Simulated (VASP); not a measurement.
# GaN (P6_3mc) in VASP: further runs

The runs below take GaN through relaxation of cell and atoms, single point, with r2SCAN.

Program: VASP 6.6.1. These are calculated values, not measurements. Logs are shortened: lines on timing, memory, paths and dates and some standing lists are left out, and cuts for length are marked.

## (1) The cell of the first run

It takes space group P6_3mc (No. 186, hexagonal). The conventional cell has a = 3.183 Å, b = 3.183 Å, c = 5.184 Å, α = 90.00°, β = 90.00°, γ = 120.00°. Ga (site symmetry 3m) has 4 N at 1.95 Å within 2.6 Å. N (site symmetry 3m) has 4 Ga at 1.95 Å within 2.6 Å.

## (2) Relaxation of cell and atoms, r2SCAN, target pressure 7 GPa, at which the enthalpy is minimised

The input, POSCAR:

```
GaN
1.0
    3.1831029069      0.0000000000      0.0000000000
   -1.5915514534      2.7566479802      0.0000000000
    0.0000000000      0.0000000000      5.1835997698
Ga N
2 2
Direct
    0.3333333333      0.6666666667     -0.0008900733
    0.6666666667      0.3333333333      0.4991099267
    0.3333333333      0.6666666667      0.3758900733
    0.6666666667      0.3333333333      0.8758900733
```

The input, INCAR.step1:

```
PREC = Accurate
ENCUT = 600
ISMEAR = 0
SIGMA = 0.01
LREAL = False
LASPH = True
NELM = 60
GGA = PE
ALGO = Normal
EDIFF = 1E-4
LWAVE = True
LCHARG = False
```

The input, INCAR.step2:

```
PREC = Accurate
ENCUT = 600
EDIFF = 1E-6
ISMEAR = 0
SIGMA = 0.01
LREAL = False
LASPH = True
NELM = 60
ALGO = Normal
ISIF = 3
LWAVE = False
LCHARG = False
METAGGA = R2SCAN
LMIXTAU = True
IBRION = 2
NSW = 100
EDIFFG = -0.002
PSTRESS = 70.0
ISTART = 1
```

The input, KPOINTS:

```
Automatic mesh
0
Gamma
  8 8 4
```

Potentials or basis: VASP PAW PBE potentials, release 64 (Ga_d, N).

Command:

```console
> cat potpaw_PBE.64/Ga_d/POTCAR potpaw_PBE.64/N/POTCAR > POTCAR
> cp INCAR.step1 INCAR
> mpirun -np 1 vasp_std > vasp.out
> cp INCAR.step2 INCAR
> mpirun -np 1 vasp_std > vasp.out
```

OUTCAR:

```text
PREC = Accurate
   ENCUT = 600
   EDIFF = 1E-6
   ISMEAR = 0
   LREAL = False
   LASPH = True
   NELM = 60
   ISIF = 3
   METAGGA = R2SCAN
   IBRION = 2
   NSW = 100
   EDIFFG = -0.002
   PSTRESS = 70.0
   ISTART = 1

 ion  position               nearest neighbor table
   1  0.333  0.667  0.999-   4 1.95   4 1.95   4 1.95   3 1.95
   2  0.667  0.333  0.499-   3 1.95   3 1.95   3 1.95   4 1.95
   3  0.333  0.667  0.376-   2 1.95   2 1.95   2 1.95   1 1.95
   4  0.667  0.333  0.876-   1 1.95   1 1.95   1 1.95   2 1.95

  LATTYP: Found a hexagonal cell.
 ALAT       =     3.1831029069
 C/A-ratio  =     1.6284738261

  Lattice vectors:

 A1 = (   3.1831029069,   0.0000000000,   0.0000000000)
 A2 = (  -1.5915514534,   2.7566479802,   0.0000000000)
 A3 = (   0.0000000000,   0.0000000000,   5.1835997698)

Analysis of symmetry for initial positions (statically):
=====================================================================
 Subroutine PRICEL returns:
 Original cell was already a primitive cell.

 Routine SETGRP: Setting up the symmetry group for a
 hexagonal supercell.

 Subroutine GETGRP returns: Found 12 space group operations
 (whereof  6 operations were pure point group operations)
 out of a pool of 24 trial point group operations.

The static configuration has the point symmetry C_3v.
 The point group associated with its full space group is C_6v.

Analysis of symmetry for dynamics (positions and initial velocities):
=====================================================================
 Subroutine PRICEL returns:
 Original cell was already a primitive cell.

 Routine SETGRP: Setting up the symmetry group for a
 hexagonal supercell.

 Subroutine GETGRP returns: Found 12 space group operations
 (whereof  6 operations were pure point group operations)
 out of a pool of 24 trial point group operations.

The dynamic configuration has the point symmetry C_3v.
 The point group associated with its full space group is C_6v.

 Subroutine INISYM returns: Found 12 space group operations
 (whereof  6 operations are pure point group operations),
 and found     1 'primitive' translations

----------------------------------------------------------------------------------------

                                     Primitive cell

  volume of cell :      45.4845

  direct lattice vectors                    reciprocal lattice vectors
     3.183102907  0.000000000  0.000000000     0.314158866  0.181379706  0.000000000
    -1.591551453  2.756647980  0.000000000     0.000000000  0.362759412  0.000000000
[... 98 lines left out ...]
   TEBEG  =    0.0;   TEEND  =   0.0 temperature during run
   PSTRESS=   70.0 pullay stress
   NELECT =      36.0000    total number of electrons
   NUPDOWN=      -1.0000    fix difference up-down
   EMIN   =  10.00;   EMAX   =-10.00  energy-range for DOS
   EFERMI =   0.00;   METHOD = LEGACY
   ISMEAR =     0;   SIGMA  =   0.01  broadening in eV -4-tet -1-fermi 0-gaus
   EFERMI_NEDOS =   21; number of points for ismear=-14 and -15
   IALGO  =     38    algorithm
   IMIX   =      4    mixing-type and parameters
     AMIX     =   0.40;   BMIX     =  1.00
     AMIX_MAG =   1.60;   BMIX_MAG =  1.00
  volume/ion in A,a.u.               =      11.37        76.74
  Fermi-wavevector in a.u.,A,eV,Ry     =   1.514332  2.861673 31.200911  2.293202
  Thomas-Fermi vector in A             =   2.624004
   LORBIT       =      0    0 simple, 1 ext, 2 COOP (PROOUT), +10 PAW based schemes
   METAGGA = R2SCAN    functional components
   LHFCALC =     F    Hartree Fock is set to
   AEXX    =    0.0000 exact exchange contribution
   IVDW    =     0    specifies the selected vdW correction
   LEPSILON=     F    determine dielectric tensor
   LRPA    =     F    only Hartree local field effects (RPA)
 conjugate gradient relaxation of ions
 non-spin polarized calculation
 Gauss-broadening in eV      SIGMA  =   0.01
  energy-cutoff  :      600.00
  volume of cell :       45.48
 maximum number of plane-waves:      1538
 NGX is ok and might be reduce to    28
   NGX = 13   NGY = 13   NGZ = 21

--------------------------------------- Ionic step        1  -------------------------------------------

 number of electron      35.9999996 magnetization

 Free energy of the ion-electron system (eV)
  ---------------------------------------------------
  ext. energy  EPLUGINS =         0.00000000
  ---------------------------------------------------
  free energy    TOTEN  =       -43.82212440 eV

  energy without entropy =      -43.82212440  energy(sigma->0) =      -43.82212440

------------------------ aborting loop because EDIFF is reached ----------------------------------------

  FORCE on cell =-STRESS in cart. coord.  units (eV):
  Direction    XX          YY          ZZ          XY          YZ          ZX
  --------------------------------------------------------------------------------------
  -------------------------------------------------------------------------------------
  Total        0.3035384      0.3035384      0.3255437      0.0000000      0.0000000     -0.0000000
  in kB       10.6920431     10.6920431     11.4671745      0.0000000      0.0000000     -0.0000000
  external PRESSURE =     -59.0495798 kB  Pullay stress =      70.0000000 kB
[... 227 lines left out ...]
--------------------------------------- Ionic step        7  -------------------------------------------

 number of electron      35.9999990 magnetization

 Free energy of the ion-electron system (eV)
  ---------------------------------------------------
  ext. energy  EPLUGINS =         0.00000000
  ---------------------------------------------------
  free energy    TOTEN  =       -43.79137713 eV

  energy without entropy =      -43.79137713  energy(sigma->0) =      -43.79137713

 E-fermi :   5.5376     XC(G=0): -12.8282

 val. band max:        5.4102710077   @ k =   0.0000   0.0000   0.0000
 cond. band min:       7.9440480412   @ k =   0.0000   0.0000   0.0000
 fundamental gap:      2.5337770335
 Fermi energy:         5.5376058589

 k-point     1 :       0.0000    0.0000    0.0000
  band No.  band energies     occupation
      1     -11.6494      2.00000
      2     -10.5582      2.00000
      3      -8.4445      2.00000
      4      -8.4278      2.00000
      5      -8.4277      2.00000
      6      -8.3533      2.00000
[... 589 lines left out ...]
     21      14.0871      0.00000
     22      14.0871      0.00000

 [... further k-points ...]

------------------------ aborting loop because EDIFF is reached ----------------------------------------

  FORCE on cell =-STRESS in cart. coord.  units (eV):
  Direction    XX          YY          ZZ          XY          YZ          ZX
  --------------------------------------------------------------------------------------
  -------------------------------------------------------------------------------------
  Total        1.9376329      1.9376329      1.9392685      0.0000000      0.0000000     -0.0000000
  in kB       70.1710660     70.1710660     70.2302995      0.0000000      0.0000000     -0.0000000
  external PRESSURE =       0.1908105 kB  Pullay stress =      70.0000000 kB
[... 23 lines left out ...]
  energy  without entropy=      -43.7913771323  energy(sigma->0) =      -43.79137713

  enthalpy is  TOTEN    =       -41.8584679210 eV   P V=        1.9329092113

 reached required accuracy - stopping structural energy minimisation
```

OUTCAR.step1:

```text
PREC = Accurate
   ENCUT = 600
   ISMEAR = 0
   LREAL = False
   LASPH = True
[... 831 lines left out ...]
     -0.00000      1.83777      5.17899        -0.000000      0.000000      0.005506
      1.59155      0.91888      2.58719         0.000000      0.000000      0.005506
     -0.00000      1.83777      1.94846         0.000000     -0.000000     -0.005506
      1.59155      0.91888      4.54026        -0.000000      0.000000     -0.005506
 -----------------------------------------------------------------------------------
    total drift:                               -0.000000     -0.000000      0.000656

  FREE ENERGIE OF THE ION-ELECTRON SYSTEM (eV)
  ---------------------------------------------------
  free  energy   TOTEN  =       -24.2996505788 eV

  energy  without entropy=      -24.2996505788  energy(sigma->0) =      -24.29965058
```

OSZICAR.step1:

```text
N       E                     dE             d eps       ncg     rms          rms(c)
DAV:   1     0.294725370416E+03    0.29473E+03   -0.20122E+04  1382   0.333E+03
DAV:   2     0.968149355775E+01   -0.28504E+03   -0.27614E+03  1442   0.562E+02
DAV:   3    -0.268695697118E+02   -0.36551E+02   -0.36221E+02  1568   0.164E+02
DAV:   4    -0.283066692428E+02   -0.14371E+01   -0.14337E+01  1816   0.350E+01
DAV:   5    -0.283324960408E+02   -0.25827E-01   -0.25814E-01  1536   0.412E+00    0.109E+01
DAV:   6    -0.241846102221E+02    0.41479E+01   -0.15244E+01  2380   0.588E+01    0.305E+00
DAV:   7    -0.243196659710E+02   -0.13506E+00   -0.18641E+00  1410   0.122E+01    0.270E+00
DAV:   8    -0.243225345143E+02   -0.28685E-02   -0.29387E-01  2056   0.911E+00    0.879E-01
DAV:   9    -0.242986524927E+02    0.23882E-01   -0.12081E-01  2358   0.611E+00    0.329E-01
DAV:  10    -0.242996879679E+02   -0.10355E-02   -0.67891E-03  1560   0.912E-01    0.131E-01
DAV:  11    -0.242996339882E+02    0.53980E-04   -0.14358E-03  1892   0.755E-01    0.211E-02
DAV:  12    -0.242996505788E+02   -0.16591E-04   -0.16437E-04  1188   0.114E-01
   1 F= -.24299651E+02 E0= -.24299651E+02  d E =-.847827E-57
```

It took 6.1 min on 1 thread of Intel Xeon 6975P-C (Granite Rapids), shared host; peak memory 0.21 GiB.

What came out:

```
Free energy                                                : -43.7914 eV
Relaxed volume                                             : 11.06 Å³/atom
Relaxed cell                                               : a = 3.153 Å, b = 3.153 Å, c = 5.137 Å, α = 90.00°, β = 90.00°, γ = 120.00°
Space group after relaxing (to 0.1 Å)                      : P6_3mc (No. 186)
Energy change on relaxing (the run minimises the enthalpy) : +7.7 meV/atom
Ionic steps                                                : 7
Pressure after relaxing                                    : 7.0 GPa
Band gap on the k mesh                                     : 2.53 eV
```

The path:
| step | energy change (eV) | largest force (eV/Å) | pressure (GPa) | volume (Å³) |
| --- | --- | --- | --- | --- |
| 1 | 0.0000 | 0.0001 | 1.10 | 45.48 |
| 2 | 0.1303 | 0.0198 | 15.69 | 42.78 |
| 3 | 0.0320 | 0.0112 | 7.16 | 44.21 |
| 4 | 0.0305 | 0.0110 | 6.97 | 44.25 |
| 5 | 0.0305 | 0.0022 | 6.98 | 44.25 |
| 6 | 0.0305 | 0.0010 | 6.99 | 44.25 |
| 7 | 0.0307 | 0.0004 | 7.02 | 44.24 |

Final structure:
```
Ga N
1.0
     3.15339    0.00000    0.00000
    -1.57669    2.73091    0.00000
     0.00000    0.00000    5.13735
Ga N
2 2
Direct
  0.33333 0.66667 0.99921
  0.66667 0.33333 0.49921
  0.33333 0.66667 0.37579
  0.66667 0.33333 0.87579
```

Caveat: the cell is relaxed towards a set pressure, so the run minimises the enthalpy, not the energy; the PAW data sets were made with another functional, which shifts forces and pressure a little.

## (3) Relaxation of cell and atoms, r2SCAN, target pressure 10 GPa, at which the enthalpy is minimised

POSCAR is that of step 2.

The input, INCAR.step1:

```
SYSTEM = GaN
  ALGO = Normal
  EDIFF = 1E-4
  ENCUT = 600
  GGA = PE
  ISMEAR = 0
  LASPH = .TRUE.
  LCHARG = .FALSE.
  LREAL = .FALSE.
  LWAVE = .TRUE.
  NELM = 100
  PREC = Accurate
  SIGMA = 0.01
```

The input, INCAR.step2:

```
SYSTEM = GaN
  ALGO = Normal
  EDIFF = 1E-6
  EDIFFG = -0.002
  ENCUT = 600
  IBRION = 2
  ISIF = 3
  ISMEAR = 0
  ISTART = 1
  LASPH = .TRUE.
  LCHARG = .FALSE.
  LMIXTAU = .TRUE.
  LREAL = .FALSE.
  LWAVE = .FALSE.
  METAGGA = R2SCAN
  NELM = 100
  NSW = 100
  PREC = Accurate
  PSTRESS = 100.0
  SIGMA = 0.01
```

The input, KPOINTS:

```
k-points
0
G
  8 8 4
  0 0 0
```

Potentials or basis: VASP PAW PBE potentials, release 64 (Ga_d, N).

Command:

```console
> cat potpaw_PBE.64/Ga_d/POTCAR potpaw_PBE.64/N/POTCAR > POTCAR
> cp INCAR.step1 INCAR
> mpirun -np 1 vasp_std > vasp.out
> cp INCAR.step2 INCAR
> mpirun -np 1 vasp_std > vasp.out
```

OUTCAR:

```text
SYSTEM = GaN
   EDIFF = 1E-6
   EDIFFG = -0.002
   ENCUT = 600
   IBRION = 2
   ISIF = 3
   ISMEAR = 0
   ISTART = 1
   LASPH = .TRUE.
   LREAL = .FALSE.
   METAGGA = R2SCAN
   NELM = 100
   NSW = 100
   PREC = Accurate
   PSTRESS = 100.0

 ion  position               nearest neighbor table
   1  0.333  0.667  0.999-   4 1.95   4 1.95   4 1.95   3 1.95
   2  0.667  0.333  0.499-   3 1.95   3 1.95   3 1.95   4 1.95
   3  0.333  0.667  0.376-   2 1.95   2 1.95   2 1.95   1 1.95
   4  0.667  0.333  0.876-   1 1.95   1 1.95   1 1.95   2 1.95

  LATTYP: Found a hexagonal cell.
 ALAT       =     3.1831029069
 C/A-ratio  =     1.6284738261

  Lattice vectors:

[... 387 lines left out ...]

 number of electron      35.9999992 magnetization

 Free energy of the ion-electron system (eV)
  ---------------------------------------------------
  ext. energy  EPLUGINS =         0.00000000
  ---------------------------------------------------
  free energy    TOTEN  =       -43.76141036 eV

  energy without entropy =      -43.76141036  energy(sigma->0) =      -43.76141036

 E-fermi :   5.5970     XC(G=0): -12.9056

 val. band max:        5.5564830872   @ k =   0.0000   0.0000   0.0000
 cond. band min:       8.1799167748   @ k =   0.0000   0.0000   0.0000
 fundamental gap:      2.6234336876
 Fermi energy:         5.5970006808

 k-point     1 :       0.0000    0.0000    0.0000
  band No.  band energies     occupation
      1     -11.6205      2.00000
      2     -10.4895      2.00000
      3      -8.3116      2.00000
      4      -8.2942      2.00000
      5      -8.2941      2.00000
      6      -8.2166      2.00000
[... 589 lines left out ...]
     21      14.3255      0.00000
     22      14.3255      0.00000

 [... further k-points ...]

------------------------ aborting loop because EDIFF is reached ----------------------------------------

  FORCE on cell =-STRESS in cart. coord.  units (eV):
  Direction    XX          YY          ZZ          XY          YZ          ZX
  --------------------------------------------------------------------------------------
  -------------------------------------------------------------------------------------
  Total        2.7204336      2.7204336      2.7311623      0.0000000      0.0000000      0.0000000
  in kB       99.8000715     99.8000715    100.1936591      0.0000000      0.0000000      0.0000000
  external PRESSURE =      -0.0687326 kB  Pullay stress =     100.0000000 kB
[... 23 lines left out ...]
  energy  without entropy=      -43.7614103620  energy(sigma->0) =      -43.76141036

  enthalpy is  TOTEN    =       -41.0355269783 eV   P V=        2.7258833837

 reached required accuracy - stopping structural energy minimisation
```

OSZICAR.step1:

```text
N       E                     dE             d eps       ncg     rms          rms(c)
DAV:   1     0.294725370416E+03    0.29473E+03   -0.20122E+04  1382   0.333E+03
DAV:   2     0.968149355775E+01   -0.28504E+03   -0.27614E+03  1442   0.562E+02
DAV:   3    -0.268695697118E+02   -0.36551E+02   -0.36221E+02  1568   0.164E+02
DAV:   4    -0.283066692428E+02   -0.14371E+01   -0.14337E+01  1816   0.350E+01
DAV:   5    -0.283324960408E+02   -0.25827E-01   -0.25814E-01  1536   0.412E+00    0.109E+01
DAV:   6    -0.241846102221E+02    0.41479E+01   -0.15244E+01  2380   0.588E+01    0.305E+00
DAV:   7    -0.243196659710E+02   -0.13506E+00   -0.18641E+00  1410   0.122E+01    0.270E+00
DAV:   8    -0.243225345143E+02   -0.28685E-02   -0.29387E-01  2056   0.911E+00    0.879E-01
DAV:   9    -0.242986524927E+02    0.23882E-01   -0.12081E-01  2358   0.611E+00    0.329E-01
DAV:  10    -0.242996879679E+02   -0.10355E-02   -0.67891E-03  1560   0.912E-01    0.131E-01
DAV:  11    -0.242996339882E+02    0.53980E-04   -0.14358E-03  1892   0.755E-01    0.211E-02
DAV:  12    -0.242996505788E+02   -0.16591E-04   -0.16437E-04  1188   0.114E-01
   1 F= -.24299651E+02 E0= -.24299651E+02  d E =-.847827E-57
```

Wall time 14 min (1 thread of Intel Xeon 6975P-C (Granite Rapids), shared host); peak memory 0.2 GiB.

Results:

```yaml
Free_energy: -43.7614 eV
Relaxed_volume: 10.92 Å³/atom
Relaxed_cell: a = 3.140 Å, b = 3.140 Å, c = 5.115 Å, α = 90.00°, β = 90.00°, γ = 120.00°
Space_group_after_relaxing_to_0.1_Å: P6_3mc (No. 186)
Energy_change_on_relaxing_the_run_minimises_the_enthalpy: +15.2 meV/atom
Ionic_steps: 24
Pressure_after_relaxing: 10.0 GPa
Band_gap_on_the_k_mesh: 2.62 eV
```

Step by step:
```tsv
step	energy change (eV)	largest force (eV/Å)	pressure (GPa)	volume (Å³)
1	0.0000	0.0001	1.10	45.48
2	0.2908	0.0245	23.54	41.45
3	0.0590	0.0142	9.85	43.70
4	0.0612	0.0144	10.35	43.67
5	0.0532	0.0055	9.29	43.80
6	0.0595	0.0105	9.91	43.69
7	0.0597	0.0132	9.85	43.69
8	0.0604	0.0129	10.04	43.68
9	0.0601	0.0112	9.92	43.68
10	0.0603	0.0134	9.92	43.68
11	0.0603	0.0140	9.96	43.68
12	0.0604	0.0038	9.96	43.68
13	0.0604	0.0006	9.96	43.68
14	0.0612	0.0001	10.04	43.67
15	0.0611	0.0014	10.03	43.67
16	0.0611	0.0027	9.99	43.67
17	0.0611	0.0003	10.03	43.67
18	0.0608	0.0003	9.95	43.67
19	0.0609	0.0014	9.99	43.67
20	0.0610	0.0015	10.02	43.67
21	0.0605	0.0015	9.94	43.68
22	0.0608	0.0022	10.11	43.67
23	0.0606	0.0018	9.92	43.68
24	0.0607	0.0002	9.99	43.67
```

Final structure:
```
Ga N
1.0
     3.13995    0.00000    0.00000
    -1.56998    2.71928    0.00000
     0.00000    0.00000    5.11494
Ga N
2 2
Direct
  0.33333 0.66667 0.99924
  0.66667 0.33333 0.49924
  0.33333 0.66667 0.37576
  0.66667 0.33333 0.87576
```

Caveat: the cell is relaxed towards a set pressure, so the run minimises the enthalpy, not the energy; the PAW data sets were made with another functional, which shifts forces and pressure a little.

[end of part 1 of 2]
